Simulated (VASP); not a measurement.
Here is a VASP 6.6.1 calculation.

INCAR

```
SYSTEM = BaS
ALGO = Normal
EDIFF = 1E-7
ENCUT = 520
GGA = PS
ISIF = 2
ISMEAR = 0
LASPH = .True.
LCHARG = .False.
LREAL = .False.
LWAVE = .False.
NBANDS = 15
NELM = 80
PREC = Accurate
SIGMA = 0.05
```

KPOINTS

```
k-points
0
Gamma
  8 8 8
  0 0 0
```

POSCAR

```
BaS
1.0
    0.0000000000      3.4218218150      3.4218218150
    3.4218218150      0.0000000000      3.4218218150
    3.4218218150      3.4218218150      0.0000000000
Ba S
1 1
Direct
    0.0000000000      0.0000000000      0.0000000000
    0.2500000000      0.2500000000      0.2500000000
```

Potentials or basis: VASP PAW PBE potentials, release 64 (Ba_sv, S).

Run with:

```sh
$ cat potpaw_PBE.64/Ba_sv/POTCAR potpaw_PBE.64/S/POTCAR > POTCAR
$ mpirun -np 1 vasp_std > vasp.out
```

**Question.** Predict the pressure.

**Answer.** 1.9 GPa.

**Question.** Estimate the band gap on the k mesh.

**Answer.** 2.73 eV, indirect (least direct gap 3.31 eV).

Caveat: the PAW data sets were made with another functional, which shifts forces and pressure a little; spin-orbit coupling is left out, which moves the levels of the heavy elements. A k mesh can miss the band edges.
